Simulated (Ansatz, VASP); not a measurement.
**Mo: VASP beside Ansatz**

```
Mo
1.0
     0.00000    1.97899    1.97899
     1.97899    0.00000    1.97899
     1.97899    1.97899    0.00000
Mo
1
Direct
  0.00000 0.00000 0.00000
```

Alike in both runs: task relaxation of cell and atoms; functional PBEsol; k mesh 18 × 18 × 18; occupations gaussian, width 0.1 eV; no spin polarisation.

|  | VASP | Ansatz |
| --- | --- | --- |
| version | VASP 6.6.1 | Ansatz 0.2.0 |
| potentials or method | VASP PAW PBE potentials, release 64 (Mo_sv), cutoff 600 eV | scalar-relativistic, plane waves, PAW |
| valence electrons in the cell | 14 | 14 |

```csv
,VASP,Ansatz,Ansatz less VASP
"gap on the k mesh at the Fermi level, each at its own relaxed structure (eV)",none,none,-
relaxed volume (Å³/atom),15.57,15.53,-0.033
relaxed cell length with the largest relative difference (Å),2.803,2.801,-0.0020
```

VASP's potentials were made for PBE, not for PBEsol. A gap of «none» marks a metal or a gap that the smearing closes.
